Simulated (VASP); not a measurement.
Write the native input for VASP 6.6.1 that does the following.

```
Task                   : single point
Functional             : LDA
Potentials or basis    : VASP PAW LDA potentials, release 64 (Co, O)
Cutoff                 : 600 eV
k mesh                 : 10 × 10 × 10
Occupations            : fermi-dirac, width 0.1 eV
Spin                   : collinear spin, ferromagnetic start
Starting moments       : [2.5, 0.0] μB
Dipole correction      : no
Further INCAR settings : ALGO = Normal; EDIFF = 1e-06; NBANDS = 18
```

The structure of CoO lies in POSCAR:

```
CoO
1.0
    0.0000000000      2.1315000000      2.1315000000
    2.1315000000      0.0000000000      2.1315000000
    2.1315000000      2.1315000000      0.0000000000
Co O
1 1
Direct
    0.0000000000      0.0000000000      0.0000000000
    0.5000000000      0.5000000000      0.5000000000
```

The input as run:

INCAR

```
SYSTEM = CoO
ALGO = Normal ; EDIFF = 1E-6
ENCUT = 600 ; GGA_COMPAT = .False.
ISIF = 2 ; ISMEAR = -1
ISPIN = 2 ; LASPH = .True.
LCHARG = .False. ; LMAXMIX = 4
LORBIT = 11 ; LREAL = .False.
LWAVE = .False. ; MAGMOM = 2.5 0
NBANDS = 18 ; NELM = 200
PREC = Accurate ; SIGMA = 0.1
```

KPOINTS

```
k-points
0
Gamma
  10 10 10
  0 0 0
```

Potentials or basis: VASP PAW LDA potentials, release 64 (Co, O).

Launch:

```sh
$ cat potpaw_LDA.64/Co/POTCAR potpaw_LDA.64/O/POTCAR > POTCAR
$ mpirun -np 1 vasp_std > vasp.out
```

Results of the run:

```json
{
 "Pressure": "-20.9 GPa",
 "Net moment": "2.68 μB per cell",
 "Site moments": "Co +2.35; O +0.27 μB",
 "Valence electrons inside the program's atomic spheres": "Co 7.84; O 4.92"
}
```

Caveat: the cell stands under tension; a cell with one magnetic atom can't hold antiferromagnetic order, which such compounds often take.

It took 43 s on 1 thread of AMD EPYC 7R13 Processor (Zen 3) (shared host), peak memory 0.13 GiB.
